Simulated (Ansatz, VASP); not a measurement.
SnGe2: VASP beside Ansatz

```
CELL_PARAMETERS angstrom
3.74599 0.00000 0.00000
0.00000 3.74599 0.00000
0.00000 0.00000 5.08047
ATOMIC_POSITIONS crystal
Sn 0.50000 0.50000 0.00000
Ge 0.00000 0.50000 0.50000
Ge 0.50000 0.00000 0.50000
```

Alike in both runs: task relaxation of cell and atoms; functional PBE; k mesh 4 × 4 × 4; occupations gaussian, width 0.1 eV; no spin polarisation.

```csv
,VASP,Ansatz
version,VASP 6.6.1,Ansatz 0.2.0
potentials or method,"VASP PAW PBE potentials, release 64 (Sn_d, Ge_d), cutoff 600 eV","scalar-relativistic, plane waves, PAW"
valence electrons in the cell,42,42
```

Ansatz gave:

```
gap on the k mesh at the Fermi level, each at its own relaxed structure (eV) : none
relaxed volume (Å³/atom)                                                     : 24.57
relaxed length of the cell vector where the two differ most in proportion (Å)              : 4.311
```

Problem. What did VASP give for the same quantities?

Solution. gap on the k mesh at the Fermi level, each at its own relaxed structure (eV): none; relaxed volume (Å³/atom): 24.60; relaxed length of the cell vector where the two differ most in proportion (Å): 4.296.

A gap of «none» marks a metal or a gap that the smearing closes.

The k mesh is coarse, so the values compare programs but aren't converged.
